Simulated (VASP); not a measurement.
Wanted: the native input for a VASP 6.6.1 run.

```yaml
Task: single point
Functional: LDA
Potentials_or_basis: VASP PAW LDA potentials, release 64 (Sc_sv, Cu)
Cutoff: 520 eV
k_mesh: 13 × 13 × 13
Occupations: fermi-dirac, width 0.05 eV
Spin: no spin polarisation
Dipole_correction: no
Further_INCAR_settings: ALGO = Normal; EDIFF = 1e-07; NBANDS = 18
```

The structure of ScCu lies in POSCAR:

```
ScCu
1.0
    3.1670556362      0.0000000000      0.0000000000
    0.0000000000      3.1670556362      0.0000000000
    0.0000000000      0.0000000000      3.1670556362
Sc Cu
1 1
Direct
    0.5000000000      0.5000000000      0.5000000000
    0.0000000000      0.0000000000      0.0000000000
```

One way to write it, as run:

INCAR

```
  PREC = Accurate
  ENCUT = 520
  EDIFF = 1E-7
  ISMEAR = -1
  SIGMA = 0.05
  LREAL = F
  LASPH = T
  NELM = 80
  ALGO = Normal
  ISIF = 2
  LWAVE = F
  LCHARG = F
  NBANDS = 18
```

KPOINTS

```
Automatic mesh
0
Gamma
  13 13 13
```

Potentials or basis: VASP PAW LDA potentials, release 64 (Sc_sv, Cu).

Command:

```sh
$ cat potpaw_LDA.64/Sc_sv/POTCAR potpaw_LDA.64/Cu/POTCAR > POTCAR
$ mpirun -np 1 vasp_std > vasp.out
```

Results of the run:

```
Pressure               : 0.6 GPa
Band gap on the k mesh : zero (band 11 reaches 6.52 eV, above the bottom of band 12 at 4.44 eV)
```

Run time: 21 s on 1 thread of Intel(R) Xeon(R) Platinum 8259CL CPU @ 2.50GHz (Skylake/Cascade Lake), with other jobs on the host, peak memory 0.16 GiB.
